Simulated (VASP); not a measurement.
## Nb3N5: single point with PBEsol

Crystal: Nb3N5.

```
Nb N
1.0
     1.94879   -5.16981    0.00000
     1.94879    5.16981    0.00000
     0.00000    0.00000   10.35496
Nb N
6 10
Cartesian
  1.9488 -3.8134 4.5733
  1.9488 -3.8134 0.6042
  1.9488 -3.0649 7.7662
  1.9488 3.0649 2.5887
  1.9488 3.8134 5.7817
  1.9488 3.8134 9.7508
  1.9488 -1.9826 9.5814
  1.9488 -4.6846 6.4111
  1.9488 -4.6846 9.1213
  1.9488 -1.9826 5.9510
  1.9488 -2.7324 2.5887
  1.9488 4.6846 3.9439
  1.9488 1.9826 0.7736
  1.9488 1.9826 4.4039
  1.9488 2.7324 7.7662
  1.9488 4.6846 1.2336
```

* Program: VASP 6.6.1
* Task: single point
* Functional: PBEsol
* Potentials or basis: VASP PAW PBE potentials, release 64 (Nb_sv, N)
* Cutoff: 600 eV
* k mesh: 8 × 8 × 4
* Occupations: gaussian, width 0.02 eV
* Spin: no spin polarisation

* Pressure: -6.9 GPa
* Largest force: 0.009 eV/Å
* Band gap on the k mesh: 0.76 eV (least direct gap 1.01 eV)

Forces in eV/Å, atoms in the order of the input:
```
Nb   0.000  0.001 -0.001
Nb   0.000  0.001  0.001
Nb   0.000  0.002  0.000
Nb   0.000 -0.002  0.000
Nb   0.000 -0.001  0.001
Nb   0.000 -0.001 -0.001
N    0.000  0.006 -0.002
N    0.000 -0.003 -0.009
N    0.000 -0.003  0.009
N    0.000  0.006  0.002
N    0.000  0.004  0.000
N    0.000  0.003  0.009
N    0.000 -0.006  0.002
N    0.000 -0.006 -0.002
N    0.000 -0.004  0.000
N    0.000  0.003 -0.009
```

Levels at points of the mesh, in eV from the valence-band top:
```csv
k point,band 62,band 63,band 64,band 65,band 66,band 67
"(0.00, 0.00, 0.00)",-0.54,-0.16,-0.08,1.02,1.19,1.60
"(0.50, 0.00, 0.00)",-0.96,-0.54,-0.43,1.35,1.43,2.09
"(0.50, 0.50, 0.00)",-0.77,-0.77,-0.31,0.76,1.36,1.96
"(0.00, 0.00, 0.50)",-0.72,-0.42,-0.42,1.13,1.13,1.94
"(0.50, 0.00, 0.50)",-0.73,-0.51,-0.51,1.51,1.51,2.18
"(0.50, 0.50, 0.50)",-1.05,-0.55,-0.55,1.10,1.10,2.22
```

Wall time 21 min on 1 thread of Intel(R) Xeon(R) 6975P-C (Granite Rapids), with other jobs on the host, peak memory 1.1 GiB.

Caveat: the cell stands under tension; the PAW data sets were made with another functional, which shifts forces and pressure a little. A k mesh can miss the band edges.
